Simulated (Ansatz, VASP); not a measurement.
**One calculation of Nb, two programs**

The input INCAR:

```
SYSTEM = Nb
PREC = Accurate ; ENCUT = 520
EDIFF = 1E-7 ; ISMEAR = 0
SIGMA = 0.15 ; LREAL = .False.
LASPH = .True. ; NELM = 80
ALGO = Fast ; ISIF = 2
LWAVE = .False. ; LCHARG = .False.
GGA = CA ; NBANDS = 12
```

File KPOINTS:

```
regular mesh
0
Gamma
  22 22 22
  0 0 0
```

Contents of POSCAR:

```
Nb
1.0
    0.0000000000      1.9378905918      2.5192577693
    1.9378905918      0.0000000000      2.5192577693
    1.9378905918      1.9378905918      0.0000000000
Nb
1
Direct
    0.0000000000      0.0000000000      0.0000000000
```

Input for Ansatz:

```yaml
crystal:
  lattice:
    - [0.0, 1.9378905918, 2.5192577693]
    - [1.9378905918, 0.0, 2.5192577693]
    - [1.9378905918, 1.9378905918, 0.0]
  atoms:
    - { symbol: Nb, position: [0.0, 0.0, 0.0] }
basis:
  ecutwfc: 420
kpoints:
  mp_grid: { grid: [22, 22, 22] }
hamiltonian:
  xc: lda
scf:
  occupations: { method: gaussian, width: 0.15 }
output:
  forces: true
  stress: true
  eigenvalues: true
```

Alike in both runs: task single point; functional LDA; k mesh 22 × 22 × 22; occupations gaussian, width 0.15 eV; no spin polarisation.

|  | VASP | Ansatz |
| --- | --- | --- |
| version | VASP 6.6.1 | Ansatz 0.2.0 |
| potentials or method | VASP PAW LDA potentials, release 64 (Nb_sv), cutoff 520 eV | scalar-relativistic, plane waves, PAW |
| valence electrons in the cell | 13 | 13 |

```csv
,VASP,Ansatz,Ansatz less VASP
gap on the k mesh at the Fermi level (eV),none,none,-
pressure (GPa),-12.8,-12.7,+0.11
"traceless stress, the component that is largest in VASP (GPa)",-1.94,-1.93,+0.005
```

LDA's correlation is that of Perdew and Zunger in VASP and of Perdew and Wang (1992) in Ansatz. A gap of «none» marks a metal or a gap that the smearing closes.
